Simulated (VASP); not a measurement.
# Ru (P6_3/mmc) in VASP: notebook

The runs below take Ru through single point, with PBEsol.

All numbers are computed with VASP 6.6.1; they aren't measurements. Logs are shortened: lines on timing, memory, paths and dates and some standing lists are left out, and cuts for length are marked.

## (1) The cell of the first run

It takes space group P6_3/mmc (No. 194, hexagonal). Conventional cell: a = 2.727 Å, b = 2.727 Å, c = 4.763 Å, α = 90.00°, β = 90.00°, γ = 120.00°. Within 3.6 Å of Ru (site symmetry -6m2) lie 12 Ru at 2.73 to 2.85 Å.

## (2) Single point, PBEsol

The input, INCAR:

```
PREC = Accurate ; ENCUT = 520
EDIFF = 1E-6 ; ISMEAR = 0
SIGMA = 0.15 ; LREAL = False
LASPH = True ; NELM = 100
ALGO = Fast ; ISIF = 2
LWAVE = False ; LCHARG = True
GGA = PS ; LELF = True
LVHAR = True ; NBANDS = 21
```

The input, KPOINTS:

```
regular mesh
0
Gamma
  18 18 10
```

The input, POSCAR:

```
Ru
1.0
    2.7273000000      0.0000000000      0.0000000000
   -1.3636500000      2.3619110838      0.0000000000
    0.0000000000      0.0000000000      4.7627000000
Ru
2
Direct
    0.3333333333      0.6666666667      0.2500000000
    0.6666666667      0.3333333333      0.7500000000
```

Potentials or basis: VASP PAW PBE potentials, release 64 (Ru_pv).

Run with:

```bash
$ cat potpaw_PBE.64/Ru_pv/POTCAR > POTCAR
$ mpirun -np 1 vasp_std > vasp.out
```

OUTCAR:

```text
PREC = Accurate
   ENCUT = 520
   EDIFF = 1E-6
   ISMEAR = 0
   LREAL = False
   LASPH = True
   NELM = 100
   ISIF = 2
   GGA = PS

 ion  position               nearest neighbor table
   1  0.333  0.667  0.250-   2 2.85   2 2.85   2 2.85   2 2.85   2 2.85   2 2.85
   2  0.667  0.333  0.750-   1 2.85   1 2.85   1 2.85   1 2.85   1 2.85   1 2.85

  LATTYP: Found a hexagonal cell.
 ALAT       =     2.7273000000
 C/A-ratio  =     1.7463058703

  Lattice vectors:

 A1 = (   2.7273000000,   0.0000000000,   0.0000000000)
 A2 = (  -1.3636500000,   2.3619110838,   0.0000000000)
 A3 = (   0.0000000000,   0.0000000000,   4.7627000000)

Analysis of symmetry for initial positions (statically):
=====================================================================
 Subroutine PRICEL returns:
 Original cell was already a primitive cell.

 Routine SETGRP: Setting up the symmetry group for a
 hexagonal supercell.

 Subroutine GETGRP returns: Found 24 space group operations
 (whereof 12 operations were pure point group operations)
 out of a pool of 24 trial point group operations.

The static configuration has the point symmetry D_3d.
 The point group associated with its full space group is D_6h.

Analysis of symmetry for dynamics (positions and initial velocities):
=====================================================================
 Subroutine PRICEL returns:
 Original cell was already a primitive cell.

 Routine SETGRP: Setting up the symmetry group for a
 hexagonal supercell.

 Subroutine GETGRP returns: Found 24 space group operations
 (whereof 12 operations were pure point group operations)
 out of a pool of 24 trial point group operations.

The dynamic configuration has the point symmetry D_3d.
 The point group associated with its full space group is D_6h.

 Subroutine INISYM returns: Found 24 space group operations
 (whereof 12 operations are pure point group operations),
 and found     1 'primitive' translations

----------------------------------------------------------------------------------------

                                     Primitive cell

  volume of cell :      30.6796

  direct lattice vectors                    reciprocal lattice vectors
     2.727300000  0.000000000  0.000000000     0.366663000  0.211692982  0.000000000
    -1.363650000  2.361911084  0.000000000     0.000000000  0.423385964  0.000000000
     0.000000000  0.000000000  4.762700000     0.000000000  0.000000000  0.209964936

  length of vectors
     2.727300000  2.727300000  4.762700000     0.423385964  0.423385964  0.209964936

  position of ions in fractional coordinates (direct lattice)
     0.333333333  0.666666667  0.250000000
     0.666666667  0.333333333  0.750000000

  ion indices of the primitive-cell ions
   primitive index   ion index
                 1           1
                 2           2

----------------------------------------------------------------------------------------

 KPOINTS: regular mesh

Automatic generation of k-mesh.
 Grid dimensions read from file:
 generate k-points for:   18   18   10

 Generating k-lattice:

  Cartesian coordinates                     Fractional coordinates (reciprocal lattice)
     0.020370167  0.011760721  0.000000000     0.055555556  0.000000000  0.000000000
     0.000000000  0.023521442  0.000000000     0.000000000  0.055555556  0.000000000
     0.000000000  0.000000000  0.020996494     0.000000000  0.000000000  0.100000000

  Length of vectors
     0.023521442  0.023521442  0.020996494

  Shift w.r.t. Gamma in fractional coordinates (k-lattice)
     0.000000000  0.000000000  0.000000000

 Subroutine IBZKPT returns following result:
 ===========================================

 Found    222 irreducible k-points:

 Following reciprocal coordinates:
            Coordinates               Weight
  0.000000  0.000000  0.000000      1.000000
  0.055556  0.000000  0.000000      6.000000
  0.111111  0.000000  0.000000      6.000000
  0.166667  0.000000  0.000000      6.000000
  0.222222  0.000000  0.000000      6.000000
  0.277778  0.000000  0.000000      6.000000
[... 16 lines left out ...]
  0.333333  0.111111  0.000000     12.000000
  0.388889  0.111111  0.000000     12.000000
 [... further k-points ...]
   k-points           NKPTS =    222   k-points in BZ     NKDIM =    222   number of bands    NBANDS=     21
   number of dos      NEDOS =    301   number of ions     NIONS =      2
   total plane-waves  NPLWV =  14400
   dimension x,y,z NGX =    20 NGY =   20 NGZ =   36
   dimension x,y,z NGXF=    40 NGYF=   40 NGZF=   72
   ions per type =               2
   NGX,Y,Z   is equivalent  to a cutoff of  12.19, 12.19, 12.57 a.u.
   NGXF,Y,Z  is equivalent  to a cutoff of  24.38, 24.38, 25.13 a.u.
 SYSTEM =  unknown system
   PREC   = accura    normal or accurate (medium, high low for compatibility)
   ISTART =      0    job   : 0-new  1-cont  2-samecut
   ICHARG =      2    charge: 1-file 2-atom 10-const
   ISPIN  =      1    spin polarized calculation?
   LNONCOLLINEAR =      F non collinear calculations
   LSORBIT =      F    spin-orbit coupling
   LASPH  =      T    aspherical Exc in radial PAW
   ENCUT  =  520.0 eV  38.22 Ry    6.18 a.u.   5.07  5.07  8.86*2*pi/ulx,y,z
   NELM   =    100;   NELMIN=  2; NELMDL= -5     # of ELM steps
   EDIFF  = 0.1E-05   stopping-criterion for ELM
   LREAL  =      F    real-space projection
   EDIFFG = 0.1E-04   stopping-criterion for IOM
   NSW    =      0    number of steps for IOM
   IBRION =     -1    ionic relax: 0-MD 1-quasi-New 2-CG
   NFREE  =      0    steps in history (QN), initial steepest desc. (CG)
   ISIF   =      2    stress and relaxation
   ISYM   =      2    0-nonsym 1-usesym 2-fastsym
   POTIM  = 0.5000    time-step for ionic-motion
   TEBEG  =    0.0;   TEEND  =   0.0 temperature during run
   PSTRESS=    0.0 pullay stress
   NELECT =      28.0000    total number of electrons
   NUPDOWN=      -1.0000    fix difference up-down
   EMIN   =  10.00;   EMAX   =-10.00  energy-range for DOS
   EFERMI =   0.00;   METHOD = LEGACY
   ISMEAR =     0;   SIGMA  =   0.15  broadening in eV -4-tet -1-fermi 0-gaus
   EFERMI_NEDOS =   21; number of points for ismear=-14 and -15
   IALGO  =     68    algorithm
   IMIX   =      4    mixing-type and parameters
     AMIX     =   0.40;   BMIX     =  1.00
     AMIX_MAG =   1.60;   BMIX_MAG =  1.00
  volume/ion in A,a.u.               =      15.34       103.52
  Fermi-wavevector in a.u.,A,eV,Ry     =   1.587977  3.000842 34.309428  2.521672
  Thomas-Fermi vector in A             =   2.687052
   LORBIT       =      0    0 simple, 1 ext, 2 COOP (PROOUT), +10 PAW based schemes
   GGA     = PS    functional components
   LHFCALC =     F    Hartree Fock is set to
   AEXX    =    0.0000 exact exchange contribution
   IVDW    =     0    specifies the selected vdW correction
   LEPSILON=     F    determine dielectric tensor
   LRPA    =     F    only Hartree local field effects (RPA)
 non-spin polarized calculation
 RMM-DIIS sequential band-by-band and
 Gauss-broadening in eV      SIGMA  =   0.15
  energy-cutoff  :      520.00
  volume of cell :       30.68
 maximum number of plane-waves:       845
   NGX = 11   NGY = 11   NGZ = 17

 number of electron      28.0000001 magnetization

 Free energy of the ion-electron system (eV)
  ---------------------------------------------------
  ext. energy  EPLUGINS =         0.00000000
  ---------------------------------------------------
  free energy    TOTEN  =       -19.63231329 eV

  energy without entropy =      -19.61181167  energy(sigma->0) =      -19.62206248

 E-fermi :  10.6051     XC(G=0): -13.5323

 val. band max:       10.6007439910   @ k =   0.3889   0.0556   0.5000
 cond. band min:      10.6108480280   @ k =   0.1667   0.1111   0.0000
 fundamental gap:      0.0101040370
 Fermi energy:        10.6051381341

 k-point     1 :       0.0000    0.0000    0.0000
  band No.  band energies     occupation
      1     -32.4892      2.00000
      2     -31.8985      2.00000
      3     -31.8662      2.00000
      4     -31.8662      2.00000
      5     -31.8004      2.00000
      6     -31.8004      2.00000
[... 13 lines left out ...]
     20      21.0737      0.00000
     21      21.0764      0.00000

 k-point     2 :       0.0556    0.0000    0.0000
  band No.  band energies     occupation
      1     -32.4824      2.00000
      2     -31.8997      2.00000
      3     -31.8870      2.00000
      4     -31.8721      2.00000
      5     -31.8215      2.00000
      6     -31.8043      2.00000
[... 13 lines left out ...]
     20      21.0739      0.00000
     21      21.0764      0.00000

 k-point     3 :       0.1111    0.0000    0.0000
  band No.  band energies     occupation
      1     -32.4625      2.00000
      2     -31.9467      2.00000
      3     -31.9035      2.00000
      4     -31.8890      2.00000
      5     -31.8820      2.00000
      6     -31.8157      2.00000
[... 13 lines left out ...]
     20      21.0737      0.00000
     21      21.0762      0.00000

 k-point     4 :       0.1667    0.0000    0.0000
  band No.  band energies     occupation
      1     -32.4308      2.00000
      2     -32.0379      2.00000
      3     -31.9735      2.00000
      4     -31.9143      2.00000
      5     -31.9105      2.00000
      6     -31.8335      2.00000
[... 13 lines left out ...]
     20      21.0736      0.00000
     21      21.0759      0.00000

 k-point     5 :       0.2222    0.0000    0.0000
  band No.  band energies     occupation
      1     -32.3898      2.00000
      2     -32.1495      2.00000
      3     -32.0836      2.00000
      4     -31.9449      2.00000
      5     -31.9211      2.00000
      6     -31.8557      2.00000
[... 13 lines left out ...]
     20      21.0735      0.00000
     21      21.0756      0.00000

 k-point     6 :       0.2778    0.0000    0.0000
  band No.  band energies     occupation
      1     -32.3425      2.00000
      2     -32.2676      2.00000
      3     -32.1986      2.00000
      4     -31.9768      2.00000
      5     -31.9359      2.00000
      6     -31.8796      2.00000
[... 13 lines left out ...]
     20      21.0743      0.00000
     21      23.3547      0.00000

 k-point     7 :       0.3333    0.0000    0.0000
  band No.  band energies     occupation
      1     -32.3780      2.00000
      2     -32.3047      2.00000
      3     -32.2929      2.00000
      4     -32.0064      2.00000
      5     -31.9549      2.00000
      6     -31.9023      2.00000
[... 13 lines left out ...]
     20      21.0700      0.00000
     21      21.6035      0.00000
[... 291 lines left out ...]
      1     -32.3730      2.00000
      2     -32.1651      2.00000
      3     -32.1320      2.00000
      4     -31.9568      2.00000
      5     -31.9260      2.00000
      6     -31.8871      2.00000
[... 13 lines left out ...]
     20      21.0733      0.00000
     21      21.0754      0.00000

 k-point    21 :       0.2222    0.1111    0.0000
  band No.  band energies     occupation
      1     -32.3272      2.00000
      2     -32.2700      2.00000
      3     -32.2260      2.00000
      4     -31.9986      2.00000
      5     -31.9413      2.00000
      6     -31.9179      2.00000
[... 13 lines left out ...]
     20      21.0732      0.00000
     21      23.3688      0.00000

 k-point    22 :       0.2778    0.1111    0.0000
  band No.  band energies     occupation
      1     -32.3695      2.00000
      2     -32.3112      2.00000
      3     -32.2788      2.00000
      4     -32.0384      2.00000
      5     -31.9608      2.00000
      6     -31.9463      2.00000
[... 13 lines left out ...]
     20      21.5620      0.00000
     21      24.2087      0.00000

 k-point    23 :       0.3333    0.1111    0.0000
  band No.  band energies     occupation
      1     -32.4503      2.00000
      2     -32.3798      2.00000
      3     -32.2328      2.00000
      4     -32.0708      2.00000
      5     -31.9834      2.00000
      6     -31.9694      2.00000
[... 13 lines left out ...]
     20      20.2835      0.00000
     21      23.3569      0.00000

 k-point    24 :       0.3889    0.1111    0.0000
  band No.  band energies     occupation
      1     -32.5027      2.00000
      2     -32.4244      2.00000
      3     -32.1963      2.00000
      4     -32.0918      2.00000
      5     -32.0045      2.00000
      6     -31.9844      2.00000
[... 13 lines left out ...]
     20      20.6564      0.00000
     21      22.6879      0.00000

 [... further k-points ...]
[... 5 lines left out ...]
  --------------------------------------------------------------------------------------
  -------------------------------------------------------------------------------------
  Total       -4.2616505     -4.2616505    -10.2893042     -0.0000000      0.0000000      0.0000000
  in kB     -222.5557050   -222.5557050   -537.3371987     -0.0000000      0.0000000      0.0000000
  external PRESSURE =    -327.4828696 kB  Pullay stress =       0.0000000 kB

 VOLUME and BASIS-vectors are now :
 -----------------------------------------------------------------------------
  energy-cutoff  :      520.00
  volume of cell :       30.68
      direct lattice vectors                 reciprocal lattice vectors
     2.727300000  0.000000000  0.000000000     0.366663000  0.211692982  0.000000000
    -1.363650000  2.361911084  0.000000000     0.000000000  0.423385964  0.000000000
     0.000000000  0.000000000  4.762700000     0.000000000  0.000000000  0.209964936

 POSITION                                       TOTAL-FORCE (eV/Angst)
 -----------------------------------------------------------------------------------
     -0.00000      1.57461      1.19067         0.000000     -0.000000      0.000000
      1.36365      0.78730      3.57203        -0.000000      0.000000      0.000000
 -----------------------------------------------------------------------------------
    total drift:                               -0.000000      0.000000     -0.000000

  FREE ENERGIE OF THE ION-ELECTRON SYSTEM (eV)
  ---------------------------------------------------
  free  energy   TOTEN  =       -19.6323132866 eV

  energy  without entropy=      -19.6118116721  energy(sigma->0) =      -19.62206248
```

Run time: 95 s. Hardware: 1 thread of Intel Xeon Platinum 8488C (Sapphire Rapids), shared host; peak memory 0.22 GiB.

What came out:

| Item | Value |
| --- | --- |
| Free energy | -19.6323 eV |
| Pressure | -32.7 GPa |
| Band gap on the k mesh | zero (band 14 reaches 11.83 eV, above the bottom of band 15 at 9.49 eV) |

Levels at points of the mesh, in eV from the Fermi level:
```csv
k point,band 12,band 13,band 14,band 15,band 16,band 17
"(0.00, 0.00, 0.00)",-1.73,-1.73,-0.54,-0.54,0.23,1.00
"(0.50, 0.00, 0.00)",-1.67,-1.28,1.22,1.67,1.86,3.62
"(0.00, 0.00, 0.50)",-2.11,-2.11,-2.11,0.46,0.46,0.46
"(0.50, 0.00, 0.50)",-0.58,0.38,0.38,1.78,1.78,2.98
```

Caveat: the PAW data sets were made with another functional, which shifts forces and pressure a little.

## (3) Single point, PBEsol

This run uses another cell than the first one, of 15.25 Å³/atom, 0.994 times its volume.

The input, INCAR:

```
PREC     = Accurate       # precision mode
ENCUT    = 520            # plane-wave cutoff, eV
EDIFF    = 1E-7           # SCF threshold, eV
ISMEAR   = 0              # smearing method
SIGMA    = 0.15           # smearing width, eV
LREAL    = F              # projectors in reciprocal space
LASPH    = T              # aspherical terms in the spheres
NELM     = 80             # most SCF steps
ALGO     = Fast           # electronic algorithm
ISIF     = 2              # what is computed and relaxed
LWAVE    = F              # write WAVECAR
LCHARG   = F              # write CHGCAR
GGA      = PS             # functional
NBANDS   = 21             # bands
```

KPOINTS is that of step 2.

The input, POSCAR:

```
Ru
1.0
    2.8780000000      0.0000000000      0.0000000000
   -1.4390000000      2.4924211121      0.0000000000
    0.0000000000      0.0000000000      4.2523798375
Ru
2
Direct
    0.3333333333      0.6666666667      0.2500000000
    0.6666666667      0.3333333333      0.7500000000
```

Potentials or basis: VASP PAW PBE potentials, release 64 (Ru_pv).

Run with:

```bash
$ cat potpaw_PBE.64/Ru_pv/POTCAR > POTCAR
$ mpirun -np 1 vasp_std > vasp.out
```

It took 1.7 min on 1 thread of Intel Xeon Platinum 8488C (Sapphire Rapids), shared host; peak memory 0.23 GiB.

Results (log left out):

```yaml
Free_energy: -19.8215 eV
Pressure: -32.1 GPa
Band_gap_on_the_k_mesh: zero (band 14 reaches 11.79 eV, above the bottom of band 15 at 9.20 eV)
```

Stress tensor (GPa, compression positive):
```
-37.72   0.00   0.00
  0.00 -37.72   0.00
  0.00   0.00 -20.81
```

Levels at points of the mesh, in eV from the Fermi level:
```
           k point  band 12  band 13  band 14  band 15  band 16  band 17
(0.00, 0.00, 0.00)    -1.63    -1.56    -1.56    -1.51     0.99     0.99
(0.50, 0.00, 0.00)    -1.47    -0.99     0.80     1.29     1.81     3.27
(0.00, 0.00, 0.50)    -2.58    -2.07    -2.07     0.51     0.51     0.51
(0.50, 0.00, 0.50)    -1.13     0.30     0.30     1.12     1.12     2.88
```

Caveat: the PAW data sets were made with another functional, which shifts forces and pressure a little.

## (4) Single point, PBEsol

This run uses another cell than the first one, of 15.43 Å³/atom, 1.006 times its volume.

The input, INCAR:

```
ALGO = Fast
EDIFF = 1E-6
ENCUT = 520
GGA = PS
ISIF = 2
ISMEAR = 0
LASPH = T
LCHARG = F
LREAL = F
LWAVE = F
NBANDS = 21
NELM = 60
PREC = Accurate
SIGMA = 0.15
```

The input, KPOINTS:

```
k-points
0
Gamma
  18 18 10
```

The input, POSCAR:

```
Ru
1.0
    2.7650000000      0.0000000000      0.0000000000
   -1.3825000000      2.3945602415      0.0000000000
    0.0000000000      0.0000000000      4.6606000000
Ru
2
Direct
    0.3333333333      0.6666666667      0.2500000000
    0.6666666667      0.3333333333      0.7500000000
```

Run with:

```bash
$ cat potpaw_PBE.64/Ru_pv/POTCAR > POTCAR
$ mpirun -np 1 vasp_std > vasp.out
```

It took 2.1 min on 1 thread of Intel Xeon Platinum 8488C (Sapphire Rapids), shared host; peak memory 0.23 GiB.

It converged, with:

| Property | Result |
| --- | --- |
| Free energy | -19.7137 eV |
| Pressure | -35.1 GPa |
| Band gap on the k mesh | zero (band 14 reaches 11.83 eV, above the bottom of band 15 at 9.41 eV) |

Stress tensor (GPa, compression positive):
```
-28.17   0.00   0.00
  0.00 -28.17   0.00
  0.00   0.00 -49.11
```

Levels at points of the mesh, in eV from the Fermi level:
| k point | band 10 | band 11 | band 12 | band 13 | band 14 | band 15 | band 16 | band 17 | band 18 | band 19 |
| --- | --- | --- | --- | --- | --- | --- | --- | --- | --- | --- |
| (0.00, 0.00, 0.00) | -2.10 | -2.10 | -1.66 | -1.66 | -0.75 | -0.75 | 0.55 | 0.99 | 0.99 | 7.95 |
| (0.50, 0.00, 0.00) | -2.11 | -2.05 | -1.54 | -1.38 | 1.33 | 1.47 | 1.71 | 3.54 | 5.40 | 9.85 |
| (0.00, 0.00, 0.50) | -2.60 | -2.14 | -2.14 | -2.14 | -2.14 | 0.43 | 0.43 | 0.43 | 0.43 | 10.47 |
| (0.50, 0.00, 0.50) | -3.95 | -0.68 | -0.68 | 0.39 | 0.39 | 1.61 | 1.61 | 2.96 | 2.96 | 9.23 |

Caveat: the PAW data sets were made with another functional, which shifts forces and pressure a little.

## (5) Overview

```tsv
cell	further INCAR settings	gap on the mesh (eV)	pressure (GPa)
a = 2.727, b = 2.727, c = 4.763 Å, angles 90.0, 90.0, 120.0°, 2 atoms	ALGO = Fast; EDIFF = 1e-06; NBANDS = 21	none	-32.7
a = 2.878, b = 2.878, c = 4.252 Å, angles 90.0, 90.0, 120.0°, 2 atoms	ALGO = Fast; EDIFF = 1e-07; NBANDS = 21	none	-32.1
a = 2.765, b = 2.765, c = 4.661 Å, angles 90.0, 90.0, 120.0°, 2 atoms	ALGO = Fast; EDIFF = 1e-06; NBANDS = 21	none	-35.1
```

Alike in all rows: task single point; level PBEsol; potentials or basis VASP PAW PBE potentials, release 64 (Ru_pv); no spin polarisation; k mesh 18 × 18 × 10; cutoff (eV) 520; smearing gaussian 0.15 eV.

Caveats: the PAW data sets were made with another functional, which shifts forces and pressure a little.

Absolute energies hang on the potentials; compare differences alone.
